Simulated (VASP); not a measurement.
Input of a VASP 6.6.1 run:

File INCAR:

```
  PREC = Accurate
  ENCUT = 600
  EDIFF = 1E-7
  ISMEAR = 0
  SIGMA = 0.1
  LREAL = False
  LASPH = True
  NELM = 80
  ALGO = Fast
  ISIF = 3
  LWAVE = False
  LCHARG = False
  GGA = PE
  IBRION = 2
  NSW = 100
  EDIFFG = -0.01
```

File KPOINTS:

```
regular mesh
0
Gamma
  12 12 14
```

The input POSCAR:

```
LiSi3N2
1.0
    5.3587058019      0.0000000000      0.0000000000
   -2.6793529010      4.6407753559      0.0000000000
    0.0000000000      0.0000000000      2.7939074529
Li Si N
1 3 2
Direct
    0.0000000000      0.0000000000      0.0000000000
    0.0000000000      0.5000000000      0.5000000000
    0.5000000000      0.0000000000      0.5000000000
    0.5000000000      0.5000000000      0.5000000000
    0.6666666667      0.3333333333      0.0000000000
    0.3333333333      0.6666666667      0.0000000000
```

Potentials or basis: VASP PAW PBE potentials, release 64 (Li_sv, Si, N).

Run with:

```console
$ cat potpaw_PBE.64/Li_sv/POTCAR potpaw_PBE.64/Si/POTCAR potpaw_PBE.64/N/POTCAR > POTCAR
$ mpirun -np 1 vasp_std > vasp.out
```

**Question.** Estimate the relaxed cell.

**Answer.** a = 5.332 Å, b = 5.332 Å, c = 2.805 Å, α = 90.00°, β = 90.00°, γ = 120.00°.

**Question.** Estimate the band gap on the k mesh.

**Answer.** Zero (an odd number of electrons rules out a gap without spin polarisation).

**Question.** Estimate the relaxed volume.

**Answer.** 11.51 Å³/atom.

Final structure:
```
Li Si N
1.0
     5.33206    0.00000    0.00000
    -2.66603    4.61770    0.00000
     0.00000    0.00000    2.80509
Li Si N
1 3 2
Direct
  0.00000 0.00000 0.00000
  0.00000 0.50000 0.50000
  0.50000 0.00000 0.50000
  0.50000 0.50000 0.50000
  0.66667 0.33333 0.00000
  0.33333 0.66667 0.00000
```

Caveat: the cutoff is under 1.25 times the usual one of these potentials, so pressure, stress and relaxed cells hold a basis-set (Pulay) error; an odd number of electrons without spin polarisation forces a metal; a magnetic or distorted state may lie lower.
